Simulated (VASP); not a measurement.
Here is a VASP 6.6.1 calculation.

INCAR

```
  PREC = Accurate
  ENCUT = 520
  EDIFF = 1E-8
  ISMEAR = -1
  SIGMA = 0.02
  LREAL = F
  LASPH = T
  NELM = 60
  ALGO = Normal
  ISIF = 2
  LWAVE = F
  LCHARG = F
  GGA = PE
  LEFG = T
  NBANDS = 15
```

Contents of KPOINTS:

```
Automatic mesh
0
Gamma
  12 12 10
```

Contents of POSCAR:

```
TaN
1.0
    2.9670898479      0.0000000000      0.0000000000
   -1.4835449240      2.5695751837      0.0000000000
    0.0000000000      0.0000000000      2.9115464110
Ta N
1 1
Direct
    0.3333333333      0.6666666667      0.5000000000
    0.0000000000      0.0000000000      0.0000000000
```

Potentials or basis: VASP PAW PBE potentials, release 64 (Ta_pv, N).

The run is started by

```sh
$ cat potpaw_PBE.64/Ta_pv/POTCAR potpaw_PBE.64/N/POTCAR > POTCAR
$ mpirun -np 1 vasp_std > vasp.out
```

Estimate the pressure.

-4.7 GPa.

Predict the band gap on the k mesh.

zero (band 8 reaches 8.36 eV, above the bottom of band 9 at 7.87 eV).

Electric field gradients, principal values (V/Å²):
| atom | least | middle | greatest (by size) |
| --- | --- | --- | --- |
| 1 Ta | -11.693 | -11.693 | 23.386 |
| 2 N | -0.534 | -0.537 | 1.071 |

Caveat: without QUAD_EFG the Cq values of the log hold for a quadrupole moment of 1 mb, not for the nuclei; spin-orbit coupling is left out, which moves the levels of the heavy elements.
